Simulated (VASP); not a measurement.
# B (Fd-3m) in VASP: single point with LDA

Aim: the single point of B with LDA.

All numbers are computed with VASP 6.6.1; they aren't measurements. Logs are shortened: lines on timing, memory, paths and dates and some standing lists are left out, and cuts for length are marked.

## 1. The cell of the first run

It takes space group Fd-3m (No. 227, cubic). The conventional cell has a = 4.021 Å, b = 4.021 Å, c = 4.021 Å, α = 90.00°, β = 90.00°, γ = 90.00°. B (site symmetry -43m) has 4 B at 1.74 Å within 2.3 Å.

## 2. Single point, LDA

The input, INCAR:

```
SYSTEM = B
  PREC = Accurate
  ENCUT = 520
  EDIFF = 1E-6
  ISMEAR = -1
  SIGMA = 0.05
  LREAL = .False.
  LASPH = .True.
  NELM = 60
  ALGO = Normal
  ISIF = 2
  LWAVE = .False.
  LCHARG = .True.
  GGA = CA
  LELF = .True.
  LVHAR = .True.
  NBANDS = 10
```

The input, KPOINTS:

```
regular mesh
0
Gamma
  13 13 13
  0 0 0
```

The input, POSCAR:

```
B
1.0
    0.0000000000      2.0103628793      2.0103628793
    2.0103628793      0.0000000000      2.0103628793
    2.0103628793      2.0103628793      0.0000000000
B
2
Direct
   -0.1250000000     -0.1250000000     -0.1250000000
    0.1250000000      0.1250000000      0.1250000000
```

Potentials or basis: VASP PAW LDA potentials, release 64 (B).

Run with:

```bash
$ cat potpaw_LDA.64/B/POTCAR > POTCAR
$ mpirun -np 1 vasp_std > vasp.out
```

OUTCAR:

```text
SYSTEM = B
   PREC = Accurate
   ENCUT = 520
   EDIFF = 1E-6
   ISMEAR = -1
   LREAL = .False.
   LASPH = .True.
   NELM = 60
   ISIF = 2
   GGA = CA

 ion  position               nearest neighbor table
   1  0.875  0.875  0.875-   2 1.74   2 1.74   2 1.74   2 1.74
   2  0.125  0.125  0.125-   1 1.74   1 1.74   1 1.74   1 1.74

  LATTYP: Found a face centered cubic cell.
 ALAT       =     4.0207257586

  Lattice vectors:

 A1 = (   0.0000000000,   2.0103628793,   2.0103628793)
 A2 = (   2.0103628793,   0.0000000000,   2.0103628793)
 A3 = (   2.0103628793,   2.0103628793,   0.0000000000)

Analysis of symmetry for initial positions (statically):
=====================================================================
 Subroutine PRICEL returns:
 Original cell was already a primitive cell.

 Routine SETGRP: Setting up the symmetry group for a
 face centered cubic supercell.

 Subroutine GETGRP returns: Found 48 space group operations
 (whereof 12 operations were pure point group operations)
 out of a pool of 48 trial point group operations.

The static configuration has the point symmetry D_3d.
 The point group associated with its full space group is O_h .

Analysis of symmetry for dynamics (positions and initial velocities):
=====================================================================
 Subroutine PRICEL returns:
 Original cell was already a primitive cell.

 Routine SETGRP: Setting up the symmetry group for a
 face centered cubic supercell.

 Subroutine GETGRP returns: Found 48 space group operations
 (whereof 12 operations were pure point group operations)
 out of a pool of 48 trial point group operations.

The dynamic configuration has the point symmetry D_3d.
 The point group associated with its full space group is O_h .

 Subroutine INISYM returns: Found 48 space group operations
 (whereof 12 operations are pure point group operations),
 and found     1 'primitive' translations

----------------------------------------------------------------------------------------

                                     Primitive cell

  volume of cell :      16.2500

  direct lattice vectors                    reciprocal lattice vectors
     0.000000000  2.010362879  2.010362879    -0.248711317  0.248711317  0.248711317
     2.010362879  0.000000000  2.010362879     0.248711317 -0.248711317  0.248711317
     2.010362879  2.010362879  0.000000000     0.248711317  0.248711317 -0.248711317

  length of vectors
     2.843082449  2.843082449  2.843082449     0.430780638  0.430780638  0.430780638
[... 82 lines left out ...]
   LREAL  =      F    real-space projection
   EDIFFG = 0.1E-04   stopping-criterion for IOM
   NSW    =      0    number of steps for IOM
   IBRION =     -1    ionic relax: 0-MD 1-quasi-New 2-CG
   NFREE  =      0    steps in history (QN), initial steepest desc. (CG)
   ISIF   =      2    stress and relaxation
   ISYM   =      2    0-nonsym 1-usesym 2-fastsym
   POTIM  = 0.5000    time-step for ionic-motion
   TEBEG  =    0.0;   TEEND  =   0.0 temperature during run
   PSTRESS=    0.0 pullay stress
   NELECT =       6.0000    total number of electrons
   NUPDOWN=      -1.0000    fix difference up-down
   EMIN   =  10.00;   EMAX   =-10.00  energy-range for DOS
   EFERMI =   0.00;   METHOD = LEGACY
   ISMEAR =    -1;   SIGMA  =   0.05  broadening in eV -4-tet -1-fermi 0-gaus
   EFERMI_NEDOS =   21; number of points for ismear=-14 and -15
   IALGO  =     38    algorithm
   IMIX   =      4    mixing-type and parameters
     AMIX     =   0.40;   BMIX     =  1.00
     AMIX_MAG =   1.60;   BMIX_MAG =  1.00
  volume/ion in A,a.u.               =       8.13        54.83
  Fermi-wavevector in a.u.,A,eV,Ry     =   1.174467  2.219421 18.767503  1.379373
  Thomas-Fermi vector in A             =   2.310863
   LORBIT       =      0    0 simple, 1 ext, 2 COOP (PROOUT), +10 PAW based schemes
   GGA     = CA    functional components
   LHFCALC =     F    Hartree Fock is set to
   AEXX    =    0.0000 exact exchange contribution
   IVDW    =     0    specifies the selected vdW correction
   LEPSILON=     F    determine dielectric tensor
   LRPA    =     F    only Hartree local field effects (RPA)
 non-spin polarized calculation
  energy-cutoff  :      520.00
  volume of cell :       16.25
 maximum number of plane-waves:       449
 NGX is ok and might be reduce to    24
   NGX = 11   NGY = 11   NGZ = 11

 number of electron       6.0000000 magnetization

 Free energy of the ion-electron system (eV)
  ---------------------------------------------------
  ext. energy  EPLUGINS =         0.00000000
  ---------------------------------------------------
  free energy    TOTEN  =       -12.92903530 eV

  energy without entropy =      -12.92200940  energy(sigma->0) =      -12.92552235

 E-fermi :   4.0079     XC(G=0): -11.4038

 val. band max:        3.9908496461   @ k =   0.4615   0.2308   0.0000
 cond. band min:       4.0182568415   @ k =  -0.4615   0.1538   0.0000
 fundamental gap:      0.0274071955
 Fermi energy:         4.0079079106

 k-point     1 :       0.0000    0.0000    0.0000
  band No.  band energies     occupation
      1      -8.8918      2.00000
      2       8.0750      0.00000
      3       8.0750      0.00000
      4       8.0750      0.00000
      5      12.2591      0.00000
      6      12.2591      0.00000
      7      12.2591      0.00000
      8      21.0883      0.00000
      9      23.0106      0.00000
     10      27.3777      0.00000
[... 287 lines left out ...]
 k-point    24 :       0.4615    0.1538    0.0000
  band No.  band energies     occupation
      1      -4.8438      2.00000
      2      -1.0548      2.00000
      3       4.4781      0.00016
      4       4.7225      0.00000
      5      13.2379      0.00000
      6      16.3159      0.00000
      7      17.4227      0.00000
      8      19.1157      0.00000
      9      23.9432      0.00000
     10      27.1651      0.00000

 [... further k-points ...]
[... 5 lines left out ...]
  --------------------------------------------------------------------------------------
  -------------------------------------------------------------------------------------
  Total       -0.2292202     -0.2292202     -0.2292202      0.0000000      0.0000000     -0.0000000
  in kB      -22.6000888    -22.6000888    -22.6000888      0.0000000      0.0000000     -0.0000000
  external PRESSURE =     -22.6000888 kB  Pullay stress =       0.0000000 kB

 VOLUME and BASIS-vectors are now :
 -----------------------------------------------------------------------------
  energy-cutoff  :      520.00
  volume of cell :       16.25
      direct lattice vectors                 reciprocal lattice vectors
     0.000000000  2.010362879  2.010362879    -0.248711317  0.248711317  0.248711317
     2.010362879  0.000000000  2.010362879     0.248711317 -0.248711317  0.248711317
     2.010362879  2.010362879  0.000000000     0.248711317  0.248711317 -0.248711317

 POSITION                                       TOTAL-FORCE (eV/Angst)
 -----------------------------------------------------------------------------------
      3.51814      3.51814      3.51814         0.000000      0.000000      0.000000
      0.50259      0.50259      0.50259        -0.000000     -0.000000      0.000000
 -----------------------------------------------------------------------------------
    total drift:                                0.000000      0.000000      0.000000

  FREE ENERGIE OF THE ION-ELECTRON SYSTEM (eV)
  ---------------------------------------------------
  free  energy   TOTEN  =       -12.9290352971 eV

  energy  without entropy=      -12.9220094037  energy(sigma->0) =      -12.92552235
```

OSZICAR:

```text
N       E                     dE             d eps       ncg     rms          rms(c)
DAV:   1    -0.305394689509E+01   -0.30539E+01   -0.28549E+03  1720   0.520E+02
DAV:   2    -0.130560619597E+02   -0.10002E+02   -0.96210E+01  2324   0.835E+01
DAV:   3    -0.131953209365E+02   -0.13926E+00   -0.13838E+00  2038   0.758E+00
DAV:   4    -0.131954381600E+02   -0.11722E-03   -0.11721E-03  1892   0.236E-01
DAV:   5    -0.131954382164E+02   -0.56456E-07   -0.56285E-07  1926   0.552E-03    0.282E+00
DAV:   6    -0.130054875511E+02    0.18995E+00   -0.92176E-02  1820   0.174E+00    0.162E+00
DAV:   7    -0.129289141254E+02    0.76573E-01   -0.13174E-01  1914   0.206E+00    0.213E-01
DAV:   8    -0.129290307757E+02   -0.11665E-03   -0.16683E-03  1818   0.346E-01    0.150E-02
DAV:   9    -0.129290349170E+02   -0.41413E-05   -0.17397E-06  2114   0.115E-02    0.982E-03
DAV:  10    -0.129290352971E+02   -0.38012E-06   -0.17733E-07  1226   0.295E-03
   1 F= -.12929035E+02 E0= -.12925522E+02  d E =-.702589E-02
```

stdout:

```text
POSCAR found type information on POSCAR B
 POSCAR found :  1 types and       2 ions
 scaLAPACK will be used
 LDA part: xc-table for (Slater(with rela. corr.)+CA(PZ))
 , standard interpolation
 POSCAR, INCAR and KPOINTS ok, starting setup
 FFT: planning ... GRIDC
 FFT: planning ... GRID_SOFT
 FFT: planning ... GRID
 WAVECAR not read
 entering main loop
```

Wall time 4.7 s (1 thread of Intel Xeon 6975P-C, shared host); peak memory 0.12 GiB.

Results:

| Property | Result |
| --- | --- |
| Free energy | -12.9290 eV |
| Pressure | -2.3 GPa |
| Band gap on the k mesh | zero (band 3 reaches 8.07 eV, above the bottom of band 4 at 1.35 eV) |
